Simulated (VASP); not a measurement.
# Co (Fm-3m) in VASP: a series of runs, part 2 of 2

VASP 6.6.1. The steps go on from the part before.

### Step 3. Single point, PBEsol, collinear spin, antiferromagnetic start

Contents of INCAR:

```
PREC     = Accurate       # precision mode
ENCUT    = 520            # plane-wave cutoff, eV
EDIFF    = 1E-6           # SCF threshold, eV
ISMEAR   = -1             # smearing method
SIGMA    = 0.1            # smearing width, eV
LREAL    = False          # projectors in reciprocal space
LASPH    = True           # aspherical terms in the spheres
NELM     = 150            # most SCF steps
ALGO     = Normal         # electronic algorithm
ISIF     = 2              # what is computed and relaxed
LWAVE    = False          # write WAVECAR
LCHARG   = True           # write CHGCAR
ISPIN    = 2              # spin polarisation
MAGMOM   = 1.5 -1.5       # initial moments
LORBIT   = 11             # projections on sites
LMAXMIX  = 4              # l up to which the mixer works
GGA      = PS             # functional
LELF     = True           # ELF
LVHAR    = True         
NBANDS   = 20             # bands
```

Contents of KPOINTS:

```
Automatic mesh
0
Gamma
  12 12 6
```

Contents of POSCAR:

```
Co
1.0
    0.0000000000      1.7978500000      1.7978500000
    1.7978500000      0.0000000000      1.7978500000
    3.5957000000      3.5957000000      0.0000000000
Co
2
Direct
    0.0000000000      0.0000000000      0.0000000000
    0.0000000000      0.0000000000      0.5000000000
```

Potentials or basis: VASP PAW PBE potentials, release 64 (Co).

The run is started by

```console
cat potpaw_PBE.64/Co/POTCAR > POTCAR
mpirun -np 1 vasp_std > vasp.out
```

OUTCAR:

```text
PREC = Accurate
   ENCUT = 520
   EDIFF = 1E-6
   ISMEAR = -1
   LREAL = False
   LASPH = True
   NELM = 150
   ISIF = 2
   ISPIN = 2
   LORBIT = 11
   GGA = PS

 ion  position               nearest neighbor table
   1  0.000  0.000  0.000-   2 2.54   2 2.54   2 2.54   2 2.54   2 2.54   2 2.54
   2  0.000  0.000  0.500-   1 2.54   1 2.54   1 2.54   1 2.54   1 2.54   1 2.54

  LATTYP: Found a trigonal (rhomboedric) cell.
 ALAT       =     4.4038151341
 COS(alpha) =     0.8333333333

  Lattice vectors:

 A1 = (   3.5957000000,   1.7978500000,  -1.7978500000)
[... 1367 lines left out ...]

 VOLUME and BASIS-vectors are now :
 -----------------------------------------------------------------------------
  energy-cutoff  :      520.00
  volume of cell :       23.24
      direct lattice vectors                 reciprocal lattice vectors
     0.000000000  1.797850000  1.797850000    -0.278109965  0.278109965  0.278109965
     1.797850000  0.000000000  1.797850000     0.278109965 -0.278109965  0.278109965
     3.595700000  3.595700000  0.000000000     0.139054982  0.139054982 -0.139054982

 POSITION                                       TOTAL-FORCE (eV/Angst)
 -----------------------------------------------------------------------------------
      0.00000      0.00000      0.00000         0.000000      0.000000     -0.000000
      1.79785      1.79785      0.00000         0.000000     -0.000000      0.000000
 -----------------------------------------------------------------------------------
    total drift:                               -0.000000     -0.000000     -0.000000

  FREE ENERGIE OF THE ION-ELECTRON SYSTEM (eV)
  ---------------------------------------------------
  free  energy   TOTEN  =       -14.8887611582 eV

  energy  without entropy=      -14.7302776785  energy(sigma->0) =      -14.80951942

 total charge

# of ion       s       p       d       tot
------------------------------------------
    1        0.460   0.467   7.216   8.143
    2        0.460   0.467   7.216   8.143
--------------------------------------------------
tot          0.920   0.934  14.433  16.287

 magnetization (x)

# of ion       s       p       d       tot
------------------------------------------
    1        0.000   0.009   1.160   1.169
    2       -0.000  -0.009  -1.160  -1.169
--------------------------------------------------
tot          0.000   0.000   0.000   0.000
```

stdout:

```text
POSCAR found type information on POSCAR Co
 POSCAR found :  1 types and       2 ions
 scaLAPACK will be used
 -----------------------------------------------------------------------------
|                                                                             |
|                                                                             |
[... 21 lines left out ...]
|     Results are often still useful ...                                      |
|                                                                             |
 -----------------------------------------------------------------------------

 POSCAR, INCAR and KPOINTS ok, starting setup
 FFT: planning ... GRIDC
 FFT: planning ... GRID_SOFT
 FFT: planning ... GRID
 WAVECAR not read
 entering main loop
```

Run time: 94 s. Hardware: 1 thread of AMD EPYC 7R43 (Zen 3), shared host; peak memory 0.16 GiB.

What came out:

```yaml
Free_energy: -14.8888 eV
Pressure: -24.9 GPa
Band_gap_on_the_k_mesh: zero (filled and empty bands overlap)
Net_moment: 0.00 μB per cell
Site_moments: Co +1.17, -1.17 μB
Valence_electrons_inside_the_program's_atomic_spheres: Co 8.14
```

Stress tensor (GPa, compression positive):
```
-24.92   1.47  -1.47
  1.47 -24.92  -1.47
 -1.47  -1.47 -24.92
```

Levels at points of the mesh, in eV from the Fermi level:
Spin up:
```csv
k point,band 7,band 8,band 9,band 10,band 11,band 12
"(0.00, 0.00, 0.00)",-1.62,-0.49,-0.49,-0.15,0.44,0.44
"(0.50, 0.00, 0.00)",-0.13,0.06,0.41,0.55,0.95,2.52
"(0.00, 0.00, 0.50)",-1.14,-1.14,-0.89,-0.89,0.14,0.14
"(0.50, 0.00, 0.50)",-1.36,-0.35,-0.27,0.95,2.43,3.02
```
Spin down:
| k point | band 5 | band 6 | band 7 | band 8 | band 9 | band 10 | band 11 | band 12 | band 13 | band 14 |
| --- | --- | --- | --- | --- | --- | --- | --- | --- | --- | --- |
| (0.00, 0.00, 0.00) | -1.70 | -1.62 | -1.62 | -0.49 | -0.49 | -0.15 | 0.44 | 0.44 | 6.15 | 21.06 |
| (0.50, 0.00, 0.00) | -1.69 | -0.37 | -0.13 | 0.06 | 0.41 | 0.55 | 0.95 | 2.52 | 6.16 | 9.46 |
| (0.00, 0.00, 0.50) | -2.04 | -1.71 | -1.14 | -1.14 | -0.89 | -0.89 | 0.14 | 0.14 | 14.15 | 14.30 |
| (0.50, 0.00, 0.50) | -2.19 | -1.50 | -1.36 | -0.35 | -0.27 | 0.95 | 2.43 | 3.02 | 8.43 | 8.74 |

Caveat: the PAW data sets were made with another functional, which shifts forces and pressure a little.

### Step 4. Single point, PBEsol, collinear spin

Contents of INCAR:

```
SYSTEM = Co
PREC     = Accurate       ! precision mode
ENCUT    = 520            ! plane-wave cutoff, eV
EDIFF    = 1E-6           ! SCF threshold, eV
ISMEAR   = -1             ! smearing method
SIGMA    = 0.1            ! smearing width, eV
LREAL    = .FALSE.        ! projectors in reciprocal space
LASPH    = .TRUE.         ! aspherical terms in the spheres
NELM     = 150            ! most SCF steps
ALGO     = Normal         ! electronic algorithm
ISIF     = 2              ! what is computed and relaxed
LWAVE    = .FALSE.        ! write WAVECAR
LCHARG   = .FALSE.        ! write CHGCAR
ISPIN    = 2              ! spin polarisation
MAGMOM   = 0 3            ! initial moments
LORBIT   = 11             ! projections on sites
LMAXMIX  = 4              ! l up to which the mixer works
GGA      = PS             ! functional
NBANDS   = 20             ! bands
```

Contents of KPOINTS:

```
Automatic mesh
0
G
  12 12 6
  0 0 0
```

POSCAR is that of step 3.

The run is started by

```console
cat potpaw_PBE.64/Co/POTCAR > POTCAR
mpirun -np 1 vasp_std > vasp.out
```

It took 7.4 min on 1 thread of AMD EPYC 7R43 (Zen 3), shared host; peak memory 0.15 GiB.

The run converged. Its results:

- Free energy: -14.8888 eV
- Pressure: -24.9 GPa
- Band gap on the k mesh: zero (filled and empty bands overlap)
- Net moment: 0.00 μB per cell
- Site moments: Co -1.17, +1.17 μB
- Valence electrons inside the program's atomic spheres: Co 8.14

Stress tensor (GPa, compression positive):
```
-24.94   1.48  -1.48
  1.48 -24.94  -1.48
 -1.48  -1.48 -24.94
```

Levels at points of the mesh, in eV from the Fermi level:
Spin up:
| k point | band 5 | band 6 | band 7 | band 8 | band 9 | band 10 | band 11 | band 12 | band 13 | band 14 |
| --- | --- | --- | --- | --- | --- | --- | --- | --- | --- | --- |
| (0.00, 0.00, 0.00) | -1.70 | -1.62 | -1.62 | -0.49 | -0.49 | -0.15 | 0.44 | 0.44 | 6.15 | 21.06 |
| (0.50, 0.00, 0.00) | -1.69 | -0.37 | -0.13 | 0.06 | 0.41 | 0.55 | 0.95 | 2.51 | 6.16 | 9.46 |
| (0.00, 0.00, 0.50) | -2.04 | -1.71 | -1.14 | -1.14 | -0.88 | -0.88 | 0.14 | 0.14 | 14.15 | 14.30 |
| (0.50, 0.00, 0.50) | -2.19 | -1.50 | -1.36 | -0.36 | -0.27 | 0.95 | 2.43 | 3.02 | 8.43 | 8.73 |
Spin down:
| k point | band 7 | band 8 | band 9 | band 10 | band 11 | band 12 |
| --- | --- | --- | --- | --- | --- | --- |
| (0.00, 0.00, 0.00) | -1.62 | -0.49 | -0.49 | -0.15 | 0.44 | 0.44 |
| (0.50, 0.00, 0.00) | -0.13 | 0.06 | 0.41 | 0.55 | 0.95 | 2.51 |
| (0.00, 0.00, 0.50) | -1.14 | -1.14 | -0.88 | -0.88 | 0.14 | 0.14 |
| (0.50, 0.00, 0.50) | -1.36 | -0.36 | -0.27 | 0.95 | 2.43 | 3.02 |

Caveat: the PAW data sets were made with another functional, which shifts forces and pressure a little.

### Step 5. Overview

| spin | gap on the mesh (eV) | pressure (GPa) | moment (μB) |
| --- | --- | --- | --- |
| collinear, ferromagnetic start | none | -31.3 | 0.00 |
| collinear, antiferromagnetic start | none | -24.9 | 0.00 |
| collinear | none | -24.9 | 0.00 |

Alike in all rows: task single point; level PBEsol; potentials or basis VASP PAW PBE potentials, release 64 (Co); cell as given; k mesh 12 × 12 × 6; cutoff (eV) 520; smearing fermi-dirac 0.1 eV.

Every run on the cell as given and a fine mesh finds a metal.

Caveats: the PAW data sets were made with another functional, which shifts forces and pressure a little.

Total energies depend on the potentials used, so only differences within one code and one set of settings carry meaning.
